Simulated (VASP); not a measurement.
A run of VASP 6.6.1 is set up as follows.

Contents of INCAR:

```
  PREC = Accurate
  ENCUT = 520
  EDIFF = 1E-7
  ISMEAR = -1
  SIGMA = 0.13605693000000002
  LREAL = False
  LASPH = True
  NELM = 100
  ALGO = Normal
  ISIF = 2
  LWAVE = False
  LCHARG = False
  GGA = PS
  NBANDS = 13
```

File KPOINTS:

```
Automatic mesh
0
Gamma
  12 12 12
```

File POSCAR:

```
Pb
1.0
    0.0000000000      2.4685937785      2.4685937785
    2.4685937785      0.0000000000      2.4685937785
    2.4685937785      2.4685937785      0.0000000000
Pb
1
Direct
    0.0000000000      0.0000000000      0.0000000000
```

Potentials or basis: VASP PAW PBE potentials, release 64 (Pb_d).

Run with:

```console
$ cat potpaw_PBE.64/Pb_d/POTCAR > POTCAR
$ mpirun -np 1 vasp_std > vasp.out
```

Question: Predict the pressure.

Answer: 0.0 GPa.

Question: What does it give for the band gap on the k mesh?

Answer: Zero (band 7 reaches 14.66 eV, above the bottom of band 8 at 5.62 eV).

Caveat: the PAW data sets were made with another functional, which shifts forces and pressure a little; spin-orbit coupling is left out, which moves the levels of the heavy elements.
